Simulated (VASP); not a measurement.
Crystal: MgS.

```
Mg S
1.0
     0.00000    2.78728    2.88968
     2.78728    0.00000    2.88968
     2.78728    2.78728    0.00000
Mg S
1 1
Direct
  0.00000 0.00000 0.00000
  0.25000 0.25000 0.25000
```

This cell differs from its parent crystal: epitaxial xy strain -1.5%.

Base run:

```yaml
Program: VASP 6.6.1
Functional: r2SCAN
Potentials_or_basis: VASP PAW PBE potentials, release 64 (Mg, S)
Cutoff: 520 eV
k_mesh: 8 × 8 × 8
Occupations: gaussian, width 0.01 eV
Spin: no spin polarisation
```

Its results: band gap on the k mesh 4.14 eV, direct; pressure 0.3 GPa.

Problem. The run is repeated on the same cell with these changes: functional from r2SCAN to PBE; occupations from gaussian, width 0.01 eV to fermi-dirac, width 0.02 eV. What comes out?

Solution. Band gap on the k mesh 3.47 eV, direct; pressure 1.5 GPa.

Caveats: the PAW data sets were made with another functional, which shifts forces and pressure a little (some runs).

A k mesh can miss the band edges.
